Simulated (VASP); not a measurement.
Wanted: the native input for a VASP 6.6.1 run.

* Task: single point
* Functional: r2SCAN
* Potentials or basis: VASP PAW PBE potentials, release 64 (Sb)
* Cutoff: 550 eV
* k mesh: 12 × 12 × 12
* Occupations: fermi-dirac, width 0.05 eV
* Spin: no spin polarisation
* Dipole correction: no
* Further INCAR settings: ALGO = Normal; EDIFF = 1e-06; NBANDS = 8

Crystal: Sb.

```
Sb
1.0
     0.00000    2.30500    2.30500
     2.30500    0.00000    2.30500
     2.30500    2.30500    0.00000
Sb
1
Cartesian
  0.0000 0.0000 0.0000
```

This isn't the form of Sb at room conditions, which is rhombohedral.

The input as run:

POSCAR

```
Sb
1.0
    0.0000000000      2.3050000000      2.3050000000
    2.3050000000      0.0000000000      2.3050000000
    2.3050000000      2.3050000000      0.0000000000
Sb
1
Direct
    0.0000000000      0.0000000000      0.0000000000
```

INCAR.step1

```
SYSTEM = Sb
PREC = Accurate ; ENCUT = 550
ISMEAR = -1 ; SIGMA = 0.05
LREAL = .FALSE. ; LASPH = .TRUE.
NELM = 120 ; NBANDS = 8
GGA = PE ; ALGO = Normal
EDIFF = 1E-5 ; LWAVE = .TRUE.
LCHARG = .FALSE. ; GGA_COMPAT = .FALSE.
```

INCAR.step2

```
SYSTEM = Sb
PREC = Accurate ; ENCUT = 550
EDIFF = 1E-6 ; ISMEAR = -1
SIGMA = 0.05 ; LREAL = .FALSE.
LASPH = .TRUE. ; NELM = 120
ALGO = Normal ; ISIF = 2
LWAVE = .FALSE. ; LCHARG = .FALSE.
METAGGA = R2SCAN ; LMIXTAU = .TRUE.
NBANDS = 8 ; ISTART = 1
GGA_COMPAT = .FALSE.
```

KPOINTS

```
regular mesh
0
G
  12 12 12
  0 0 0
```

Potentials or basis: VASP PAW PBE potentials, release 64 (Sb).

Launch:

```sh
$ cat potpaw_PBE.64/Sb/POTCAR > POTCAR
$ cp INCAR.step1 INCAR
$ mpirun -np 1 vasp_std > vasp.out
$ cp INCAR.step2 INCAR
$ mpirun -np 1 vasp_std > vasp.out
```

It gave:

```json
{
 "Pressure": "7.9 GPa",
 "Band gap on the k mesh": "zero (an odd number of electrons rules out a gap without spin polarisation)"
}
```

Caveat: the cell stands under pressure; the PAW data sets were made with another functional, which shifts forces and pressure a little; spin-orbit coupling is left out, which moves the levels of the heavy elements.

Wall time 80 s on 1 thread of AMD EPYC 7R43 64-Core Processor (Zen 3), with other jobs on the host, peak memory 0.15 GiB.
